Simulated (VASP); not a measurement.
Here is a VASP 6.6.1 calculation.

INCAR

```
  PREC = Accurate
  ENCUT = 520
  EDIFF = 1E-6
  ISMEAR = 0
  SIGMA = 0.01
  LREAL = F
  LASPH = T
  NELM = 100
  ALGO = Normal
  ISIF = 2
  LWAVE = F
  LCHARG = F
  GGA = PS
  NBANDS = 19
```

KPOINTS

```
Automatic mesh
0
Gamma
  8 8 8
```

The input POSCAR:

```
TiO2
1.0
    1.4973310000      0.8644850000      6.9815440000
   -1.4973310000      0.8644850000      6.9815440000
    0.0000000000     -1.7289690000      6.9815440000
Ti O
1 2
Direct
    0.0011936230      0.0011936230      0.0011936237
    0.6204670000      0.6204670000      0.6204670000
    0.3795330000      0.3795330000      0.3795330000
```

Potentials or basis: VASP PAW PBE potentials, release 64 (Ti_sv, O).

Launch:

```bash
$ cat potpaw_PBE.64/Ti_sv/POTCAR potpaw_PBE.64/O/POTCAR > POTCAR
$ mpirun -np 1 vasp_std > vasp.out
```

(1) Predict the pressure.

(2) Estimate the largest force.

(3) What does it give for the band gap on the k mesh?

## Answers

(1) -3.8 GPa.

(2) 0.678 eV/Å.

(3) 2.65 eV, indirect (least direct gap 2.82 eV).

Caveat: the PAW data sets were made with another functional, which shifts forces and pressure a little.
